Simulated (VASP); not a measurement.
Here is a VASP 6.6.1 calculation.

Contents of INCAR:

```
SYSTEM = Os2PtBr6
ALGO = Normal ; EDIFF = 1E-6
ENCUT = 600 ; GGA = PE
GGA_COMPAT = .FALSE. ; ISIF = 2
ISMEAR = -1 ; LASPH = .TRUE.
LCHARG = .FALSE. ; LREAL = .FALSE.
LWAVE = .FALSE. ; NBANDS = 44
NELM = 120 ; PREC = Accurate
SIGMA = 0.1
```

KPOINTS

```
k-points
0
G
  6 6 6
  0 0 0
```

Contents of POSCAR:

```
Os2PtBr6
1.0
    0.0000000000      4.8208290000      4.8208290000
    4.8208290000      0.0000000000      4.8208290000
    4.8208290000      4.8208290000      0.0000000000
Pt Os Br
1 2 6
Direct
    0.0000000000      0.0000000000      0.0000000000
    0.2500000000      0.2500000000      0.2500000000
    0.7500000000      0.7500000000      0.7500000000
    0.7600000000      0.2400000000      0.2400000000
    0.2400000000      0.7600000000      0.2400000000
    0.2400000000      0.7600000000      0.7600000000
    0.7600000000      0.2400000000      0.7600000000
    0.2400000000      0.2400000000      0.7600000000
    0.7600000000      0.7600000000      0.2400000000
```

Potentials or basis: VASP PAW PBE potentials, release 64 (Pt, Os, Br).

Run with:

```sh
$ cat potpaw_PBE.64/Pt/POTCAR potpaw_PBE.64/Os/POTCAR potpaw_PBE.64/Br/POTCAR > POTCAR
$ mpirun -np 1 vasp_std > vasp.out
```

(1) Predict the largest force.

(2) What does it give for the band gap on the k mesh?

Answers

(1) 2.881 eV/Å.

(2) zero (bands 34 and 35 overlap by 0.64 eV).

Caveat: spin-orbit coupling is left out, which moves the levels of the heavy elements; forces of over 1 eV/Å act on the atoms, so gaps and moduli don't describe the material at rest.
